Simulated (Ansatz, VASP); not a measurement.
**Two plane-wave programs on H**

INCAR

```
SYSTEM = H
  PREC = Accurate
  ENCUT = 520
  EDIFF = 1E-6
  ISMEAR = 0
  SIGMA = 0.05
  LREAL = .FALSE.
  LASPH = .TRUE.
  NELM = 100
  ALGO = Normal
  ISIF = 2
  LWAVE = .FALSE.
  LCHARG = .TRUE.
  GGA = PE
  LELF = .TRUE.
  LVHAR = .TRUE.
  NBANDS = 10
```

File KPOINTS:

```
Automatic mesh
0
G
  9 9 6
  0 0 0
```

POSCAR

```
H
1.0
    4.0321369437      0.0000000000      0.0000000000
   -2.0160684719      3.4919330248      0.0000000000
    0.0000000000      0.0000000000      5.0466615500
H
4
Direct
    0.3333333333      0.6666666667      0.1764958800
    0.6666666667      0.3333333333      0.6764958800
    0.6666666667      0.3333333333      0.8235041200
    0.3333333333      0.6666666667      0.3235041200
```

Input for Ansatz:

```yaml
crystal:
  lattice:
    - [4.0321369437, 0.0, 0.0]
    - [-2.0160684719, 3.4919330248, 0.0]
    - [0.0, 0.0, 5.04666155]
  atoms:
    - { symbol: H, position: [0.3333333333, 0.6666666667, 0.17649588] }
    - { symbol: H, position: [0.6666666667, 0.3333333333, 0.67649588] }
    - { symbol: H, position: [0.6666666667, 0.3333333333, 0.82350412] }
    - { symbol: H, position: [0.3333333333, 0.6666666667, 0.32350412] }
basis:
  ecutwfc: 420
kpoints:
  mp_grid: { grid: [9, 9, 6] }
hamiltonian:
  xc: pbe
scf:
  occupations: { method: gaussian, width: 0.05 }
output:
  forces: true
  stress: true
  eigenvalues: true
```

Change from the starting cell: strain +0.050 along x and y, +0.000 along z, atoms carried along.

Alike in both runs: task single point; functional PBE; k mesh 9 × 9 × 6; occupations gaussian, width 0.05 eV; no spin polarisation.

```csv
,VASP,Ansatz
version,VASP 6.6.1,Ansatz 0.2.0
potentials or method,"VASP PAW PBE potentials, release 64 (H), cutoff 520 eV","scalar-relativistic, plane waves, PAW"
valence electrons in the cell,4,4
```

|  | VASP | Ansatz | Ansatz less VASP |
| --- | --- | --- | --- |
| gap on the k mesh at the Fermi level (eV) | 9.65 | 9.65 | -0.002 |
| least direct gap on the mesh (eV) | 9.65 | 9.65 | -0.002 |
| pressure (GPa) | 0.2 | 0.3 | +0.15 |
| traceless stress, the component that is largest in VASP (GPa) | 0.65 | 0.70 | +0.052 |
| rms of the force components (eV/Å) | 0.175 | 0.183 | +0.0075 |

Atom by atom the forces differ by 0.008 eV/Å (rms over components).
